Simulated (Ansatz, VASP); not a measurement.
# Si2Ni5 in VASP and in Ansatz

```xyz
14
Lattice="-3.1404 3.5650 3.4647 3.1404 -3.5650 3.4647 3.1404 3.5650 -3.4647" Properties=species:S:1:pos:R:3 pbc="T T T"
Si    3.1353   -0.1682    0.1304
Si   -0.0051    3.3968   -0.1294
Si    3.1353    3.7187    0.1303
Si    3.1353    3.7187    3.3354
Ni   -0.0051    1.7752    1.7330
Ni   -0.0051    1.7752    5.1976
Ni    1.3442    3.7464    1.7329
Ni    4.9264   -0.1959    1.7328
Ni    1.3442   -0.1959    1.7329
Ni    1.7860    0.1814    5.1976
Ni    1.8594    1.7752    3.2984
Ni    1.8592    1.7753    0.1673
Ni    4.4113    1.7753    0.1674
Ni    1.2709    5.3402   -0.1663
```

Alike in both runs: functional PBEsol; k mesh 3 × 3 × 3; occupations gaussian, width 0.1 eV; no spin polarisation.

Ansatz relaxed the structure, and its values are those at the end. VASP's run is a single point on that final structure, the one shown.

|  | VASP | Ansatz |
| --- | --- | --- |
| version | VASP 6.6.1 | Ansatz 0.2.0 |
| potentials or method | VASP PAW PBE potentials, release 64 (Si, Ni), cutoff 520 eV | scalar-relativistic, plane waves, PAW |
| valence electrons in the cell | 116 | 196 |

```tsv
	VASP	Ansatz	Ansatz less VASP
gap on the k mesh at the Fermi level (eV)	none	none	-
pressure (GPa)	0.1	-0.1	-0.19
rms of the force components (eV/Å)	0.009	0.004	-0.0042
```

VASP's potentials were made for PBE, not for PBEsol. A gap of «none» marks a metal or a gap that the smearing closes. VASP's potentials hold 116 valence electrons a cell and Ansatz's 196, so a difference there can come from the potentials and not from the codes.

The k mesh is coarse, so the values compare programs but aren't converged.
